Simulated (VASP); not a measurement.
Write the native input for VASP 6.6.1 that does the following.

```
Task                   : electric field gradients
Functional             : PBE
Potentials or basis    : VASP PAW PBE potentials, release 64 (Sn_d, Te)
Cutoff                 : 520 eV
k mesh                 : 11 × 11 × 11
Occupations            : fermi-dirac, width 0.08 eV
Spin                   : no spin polarisation
Dipole correction      : no
Further INCAR settings : ALGO = Normal; EDIFF = 1e-08; NBANDS = 17
```

The structure of SnTe lies in POSCAR:

```
SnTe
1.0
    0.0000000000      3.1565000000      3.1565000000
    3.1565000000      0.0000000000      3.1565000000
    3.1565000000      3.1565000000      0.0000000000
Sn Te
1 1
Direct
    0.0000000000      0.0000000000      0.0000000000
    0.5000000000      0.5000000000      0.5000000000
```

The input as run:

INCAR

```
PREC = Accurate ; ENCUT = 520
EDIFF = 1E-8 ; ISMEAR = -1
SIGMA = 0.08 ; LREAL = F
LASPH = T ; NELM = 100
ALGO = Normal ; ISIF = 2
LWAVE = F ; LCHARG = F
GGA = PE ; LEFG = T
NBANDS = 17
```

KPOINTS

```
Automatic mesh
0
Gamma
  11 11 11
```

Potentials or basis: VASP PAW PBE potentials, release 64 (Sn_d, Te).

Command:

```bash
$ cat potpaw_PBE.64/Sn_d/POTCAR potpaw_PBE.64/Te/POTCAR > POTCAR
$ mpirun -np 1 vasp_std > vasp.out
```

Results of the run:

| Quantity | Value |
| --- | --- |
| Pressure | 2.0 GPa |

Caveat: without QUAD_EFG the Cq values of the log hold for a quadrupole moment of 1 mb, not for the nuclei.

It took 32 s on 1 thread of Intel(R) Xeon(R) 6975P-C (Granite Rapids) (shared host), peak memory 0.23 GiB.
